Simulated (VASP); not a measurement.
# Fe (I4/mmm) in VASP: further runs

Fe is run at these levels: PBE; tasks: single point.

Everything below comes from runs of VASP 6.6.1. Logs are shortened: lines on timing, memory, paths and dates and some standing lists are left out, and cuts for length are marked.

## 1. The cell of the first run

The structure is tetragonal, space group I4/mmm (No. 139). The conventional cell has a = 2.922 Å, b = 2.922 Å, c = 2.517 Å, α = 90.00°, β = 90.00°, γ = 90.00°. Fe (site symmetry 4/mmm) has 14 Fe at 2.42 to 2.92 Å within 3.2 Å.

## 2. Single point, PBE, collinear spin, ferromagnetic start (volume 10.746 Å^3 an atom, c/a of the conventional cell 0.8612)

INCAR

```
SYSTEM = Fe
PREC = Accurate
ENCUT = 520
EDIFF = 1E-6
ISMEAR = 0
SIGMA = 0.15
LREAL = .FALSE.
LASPH = .TRUE.
NELM = 150
ALGO = Fast
ISIF = 2
LWAVE = .FALSE.
LCHARG = .FALSE.
ISPIN = 2
MAGMOM = 2.44
LORBIT = 11
LMAXMIX = 4
GGA = PE
NBANDS = 14
```

KPOINTS

```
Automatic mesh
0
G
  12 12 12
  0 0 0
```

POSCAR

```
Fe
1.0
   -1.4611482242      1.4611482242      1.2583408507
    1.4611482242     -1.4611482242      1.2583408507
    1.4611482242      1.4611482242     -1.2583408507
Fe
1
Direct
    0.0000000000      0.0000000000      0.0000000000
```

Potentials or basis: VASP PAW PBE potentials, release 64 (Fe).

The run is started by

```console
$ cat potpaw_PBE.64/Fe/POTCAR > POTCAR
$ mpirun -np 1 vasp_std > vasp.out
```

OUTCAR:

```text
SYSTEM = Fe
   PREC = Accurate
   ENCUT = 520
   EDIFF = 1E-6
   ISMEAR = 0
   LREAL = .FALSE.
   LASPH = .TRUE.
   NELM = 150
   ISIF = 2
   ISPIN = 2
   LORBIT = 11
   GGA = PE

 ion  position               nearest neighbor table
   1  0.000  0.000  0.000-

  LATTYP: Found a body centered tetragonal cell.
 ALAT       =     2.9222964484
 C/A-ratio  =     0.8612000000

  Lattice vectors:

 A1 = (  -1.4611482242,   1.4611482242,   1.2583408507)
 A2 = (   1.4611482242,  -1.4611482242,   1.2583408507)
 A3 = (   1.4611482242,   1.4611482242,  -1.2583408507)

Analysis of symmetry for initial positions (statically):
=====================================================================
 Subroutine PRICEL returns:
 Original cell was already a primitive cell.

 Routine SETGRP: Setting up the symmetry group for a
 body centered tetragonal supercell.

 Subroutine GETGRP returns: Found 16 space group operations
 (whereof 16 operations were pure point group operations)
 out of a pool of 16 trial point group operations.

The static configuration has the point symmetry D_4h.

Analysis of symmetry for dynamics (positions and initial velocities):
=====================================================================
 Subroutine PRICEL returns:
 Original cell was already a primitive cell.

 Routine SETGRP: Setting up the symmetry group for a
 body centered tetragonal supercell.

 Subroutine GETGRP returns: Found 16 space group operations
 (whereof 16 operations were pure point group operations)
 out of a pool of 16 trial point group operations.

The dynamic configuration has the point symmetry D_4h.

Analysis of structural, dynamic, and magnetic symmetry:
=====================================================================
 Subroutine PRICEL returns:
 Original cell was already a primitive cell.

 Routine SETGRP: Setting up the symmetry group for a
 body centered tetragonal supercell.

 Subroutine GETGRP returns: Found 16 space group operations
 (whereof 16 operations were pure point group operations)
 out of a pool of 16 trial point group operations.

The overall configuration has the point symmetry D_4h.

 Subroutine INISYM returns: Found 16 space group operations
 (whereof 16 operations are pure point group operations),
 and found     1 'primitive' translations

----------------------------------------------------------------------------------------

                                     Primitive cell

  volume of cell :      10.7460

  direct lattice vectors                    reciprocal lattice vectors
    -1.461148224  1.461148224  1.258340851     0.000000000  0.342196631  0.397348620
     1.461148224 -1.461148224  1.258340851     0.342196631  0.000000000  0.397348620
     1.461148224  1.461148224 -1.258340851     0.342196631  0.342196631  0.000000000

  length of vectors
     2.419365612  2.419365612  2.419365612     0.524389607  0.524389607  0.483939117

  position of ions in fractional coordinates (direct lattice)
     0.000000000  0.000000000  0.000000000

  ion indices of the primitive-cell ions
   primitive index   ion index
                 1           1

----------------------------------------------------------------------------------------

 KPOINTS: Automatic mesh

Automatic generation of k-mesh.
 Grid dimensions read from file:
 generate k-points for:   12   12   12

 Generating k-lattice:

  Cartesian coordinates                     Fractional coordinates (reciprocal lattice)
     0.000000000  0.028516386  0.033112385     0.083333333  0.000000000 -0.000000000
     0.028516386  0.000000000  0.033112385     0.000000000  0.083333333 -0.000000000
     0.028516386  0.028516386  0.000000000     0.000000000  0.000000000  0.083333333

  Length of vectors
     0.043699134  0.043699134  0.040328260

  Shift w.r.t. Gamma in fractional coordinates (k-lattice)
     0.000000000  0.000000000  0.000000000

 Subroutine IBZKPT returns following result:
 ===========================================

 Found    163 irreducible k-points:

 Following reciprocal coordinates:
            Coordinates               Weight
  0.000000  0.000000  0.000000      1.000000
  0.083333  0.000000  0.000000      8.000000
  0.166667  0.000000  0.000000      8.000000
  0.250000 -0.000000  0.000000      8.000000
  0.333333 -0.000000  0.000000      8.000000
  0.416667  0.000000  0.000000      8.000000
[... 16 lines left out ...]
  0.500000  0.166667  0.000000     16.000000
 -0.416667  0.166667  0.000000     16.000000
 [... further k-points ...]
   k-points           NKPTS =    163   k-points in BZ     NKDIM =    163   number of bands    NBANDS=     14
   number of dos      NEDOS =    301   number of ions     NIONS =      1
   total plane-waves  NPLWV =   5832
   dimension x,y,z NGX =    18 NGY =   18 NGZ =   18
   dimension x,y,z NGXF=    36 NGYF=   36 NGZF=   36
   ions per type =               1
   NGX,Y,Z   is equivalent  to a cutoff of  12.37, 12.37, 12.37 a.u.
   NGXF,Y,Z  is equivalent  to a cutoff of  24.74, 24.74, 24.74 a.u.
 SYSTEM =  Fe
   PREC   = accura    normal or accurate (medium, high low for compatibility)
   ISTART =      0    job   : 0-new  1-cont  2-samecut
   ICHARG =      2    charge: 1-file 2-atom 10-const
   ISPIN  =      2    spin polarized calculation?
   LNONCOLLINEAR =      F non collinear calculations
   LSORBIT =      F    spin-orbit coupling
   LASPH  =      T    aspherical Exc in radial PAW
   ENCUT  =  520.0 eV  38.22 Ry    6.18 a.u.   4.50  4.50  4.50*2*pi/ulx,y,z
   NELM   =    150;   NELMIN=  2; NELMDL= -5     # of ELM steps
   EDIFF  = 0.1E-05   stopping-criterion for ELM
   LREAL  =      F    real-space projection
[... 7 lines left out ...]
   TEBEG  =    0.0;   TEEND  =   0.0 temperature during run
   PSTRESS=    0.0 pullay stress
   NELECT =       8.0000    total number of electrons
   NUPDOWN=      -1.0000    fix difference up-down
   EMIN   =  10.00;   EMAX   =-10.00  energy-range for DOS
   EFERMI =   0.00;   METHOD = LEGACY
   ISMEAR =     0;   SIGMA  =   0.15  broadening in eV -4-tet -1-fermi 0-gaus
   EFERMI_NEDOS =   21; number of points for ismear=-14 and -15
   IALGO  =     68    algorithm
   IMIX   =      4    mixing-type and parameters
     AMIX     =   0.40;   BMIX     =  1.00
     AMIX_MAG =   1.60;   BMIX_MAG =  1.00
  volume/ion in A,a.u.               =      10.75        72.52
  Fermi-wavevector in a.u.,A,eV,Ry     =   1.483733  2.803850 29.952748  2.201465
  Thomas-Fermi vector in A             =   2.597358
   LORBIT       =     11    0 simple, 1 ext, 2 COOP (PROOUT), +10 PAW based schemes
   GGA     = PE    functional components
   LHFCALC =     F    Hartree Fock is set to
   AEXX    =    0.0000 exact exchange contribution
   IVDW    =     0    specifies the selected vdW correction
   LEPSILON=     F    determine dielectric tensor
   LRPA    =     F    only Hartree local field effects (RPA)
 spin polarized calculation
 RMM-DIIS sequential band-by-band and
 Gauss-broadening in eV      SIGMA  =   0.15
  energy-cutoff  :      520.00
  volume of cell :       10.75
 maximum number of plane-waves:       309
 NGX is ok and might be reduce to    18
   NGX =  9   NGY =  9   NGZ =  9

 number of electron       8.0000000 magnetization       2.0965303

 Free energy of the ion-electron system (eV)
  ---------------------------------------------------
  ext. energy  EPLUGINS =         0.00000000
  ---------------------------------------------------
  free energy    TOTEN  =        -8.14090905 eV

  energy without entropy =       -8.12862341  energy(sigma->0) =       -8.13476623

 E-fermi :   6.4978     XC(G=0): -13.4317

 val. band max:        6.4941216082   @ k =  -0.4167  -0.4167   0.2500
 cond. band min:       6.5083335780   @ k =  -0.4167   0.4167   0.1667
 fundamental gap:      0.0142119697
 Fermi energy:         6.4978454250

 spin component 1

 k-point     1 :       0.0000    0.0000    0.0000
  band No.  band energies     occupation
      1      -2.3640      1.00000
      2       3.4907      1.00000
      3       4.4478      1.00000
      4       4.4478      1.00000
      5       4.7455      1.00000
      6       5.6697      1.00000
      7      30.4510      0.00000
      8      30.4510      0.00000
      9      34.8813      0.00000
     10      36.3686      0.00000
     11      36.7050      0.00000
     12      39.0847      0.00000
     13      39.7064      0.00000
     14      39.7064      0.00000

 k-point     2 :       0.0833    0.0000    0.0000
  band No.  band energies     occupation
      1      -2.0451      1.00000
      2       3.5431      1.00000
      3       4.3898      1.00000
      4       4.4539      1.00000
      5       4.8107      1.00000
      6       5.5940      1.00000
      7      29.8478      0.00000
      8      30.2405      0.00000
      9      32.7664      0.00000
     10      36.0448      0.00000
     11      36.5231      0.00000
     12      37.8680      0.00000
     13      39.1305      0.00000
     14      40.7536      0.00000
[... 343 lines left out ...]
      1       1.7299      1.00000
      2       2.8047      1.00000
      3       4.3110      1.00000
      4       5.3293      1.00000
      5       5.9408      1.00000
      6       8.7422      0.00000
      7      17.4050      0.00000
      8      20.1854      0.00000
      9      26.5028      0.00000
     10      31.6928      0.00000
     11      39.1924      0.00000
     12      40.2450      0.00000
     13      46.4247      0.00000
     14      49.2219      0.00000

 k-point    24 :      -0.4167    0.1667    0.0000
  band No.  band energies     occupation
      1       1.5471      1.00000
      2       2.9770      1.00000
      3       3.7546      1.00000
      4       5.3194      1.00000
      5       5.4158      1.00000
      6       7.2433      0.00000
      7      20.4298      0.00000
      8      21.4230      0.00000
      9      28.0472      0.00000
     10      31.8605      0.00000
     11      39.9907      0.00000
     12      40.4316      0.00000
     13      44.6362      0.00000
     14      46.5136      0.00000

 [... further k-points ...]

 spin component 2

 k-point     1 :       0.0000    0.0000    0.0000
  band No.  band energies     occupation
      1      -2.1451      1.00000
      2       5.0679      1.00000
      3       6.3899      0.84562
      4       6.3899      0.84554
      5       7.1084      0.00000
      6       8.5452      0.00000
      7      30.3809      0.00000
      8      30.3809      0.00000
      9      34.7790      0.00000
     10      36.7740      0.00000
     11      37.3105      0.00000
     12      39.0980      0.00000
     13      40.6864      0.00000
     14      40.6865      0.00000

 k-point     2 :       0.0833    0.0000    0.0000
  band No.  band energies     occupation
      1      -1.8245      1.00000
      2       5.1246      1.00000
      3       6.3219      0.95142
      4       6.3841      0.85816
      5       7.1696      0.00000
      6       8.4485      0.00000
      7      29.8953      0.00000
      8      30.2844      0.00000
      9      32.8299      0.00000
     10      36.6441      0.00000
     11      36.8286      0.00000
     12      38.6882      0.00000
     13      39.9599      0.00000
     14      40.9381      0.00000
[... 343 lines left out ...]
      1       2.9097      1.00000
      2       4.3202      1.00000
      3       5.6332      1.00000
      4       7.9174      0.00000
      5       8.2032      0.00000
      6      10.2891      0.00000
      7      18.3944      0.00000
      8      20.8187      0.00000
      9      26.9793      0.00000
     10      32.0991      0.00000
     11      39.6865      0.00000
     12      40.4839      0.00000
     13      46.7947      0.00000
     14      50.0054      0.00000

 k-point    24 :      -0.4167    0.1667    0.0000
  band No.  band energies     occupation
      1       2.2129      1.00000
      2       4.5057      1.00000
      3       5.3350      1.00000
      4       7.5771      0.00000
      5       8.0609      0.00000
      6       9.1206      0.00000
      7      21.1795      0.00000
      8      22.0812      0.00000
      9      28.5534      0.00000
     10      32.2229      0.00000
     11      40.4023      0.00000
     12      40.5673      0.00000
     13      45.0640      0.00000
     14      47.2751      0.00000

 [... further k-points ...]
[... 5 lines left out ...]
  --------------------------------------------------------------------------------------
  -------------------------------------------------------------------------------------
  Total        0.3258249      0.3258249      2.1003745      0.0000000     -0.0000000     -0.0000000
  in kB       48.5789421     48.5789421    313.1558099      0.0000000     -0.0000000     -0.0000000
  external PRESSURE =     136.7712314 kB  Pullay stress =       0.0000000 kB

 VOLUME and BASIS-vectors are now :
 -----------------------------------------------------------------------------
  energy-cutoff  :      520.00
  volume of cell :       10.75
      direct lattice vectors                 reciprocal lattice vectors
    -1.461148224  1.461148224  1.258340851     0.000000000  0.342196631  0.397348620
     1.461148224 -1.461148224  1.258340851     0.342196631  0.000000000  0.397348620
     1.461148224  1.461148224 -1.258340851     0.342196631  0.342196631  0.000000000

 POSITION                                       TOTAL-FORCE (eV/Angst)
 -----------------------------------------------------------------------------------
      0.00000      0.00000      0.00000         0.000000     -0.000000      0.000000
 -----------------------------------------------------------------------------------
    total drift:                                0.000000      0.000000      0.000000

  FREE ENERGIE OF THE ION-ELECTRON SYSTEM (eV)
  ---------------------------------------------------
  free  energy   TOTEN  =        -8.1409090523 eV

  energy  without entropy=       -8.1286234149  energy(sigma->0) =       -8.13476623

 total charge

# of ion       s       p       d       tot
------------------------------------------
    1        0.518   0.593   6.289   7.400

 magnetization (x)

# of ion       s       p       d       tot
------------------------------------------
    1       -0.011  -0.042   2.133   2.080
```

It took 20 s on 1 thread of Intel Xeon 6975P-C (Granite Rapids), shared host; peak memory 0.15 GiB.

Results:

* Free energy: -8.1409 eV
* Pressure: 13.7 GPa
* Net moment: 2.10 μB per cell
* Site moments: Fe +2.08 μB
* Valence electrons inside the program's atomic spheres: Fe 7.40

[end of part 1 of 3]
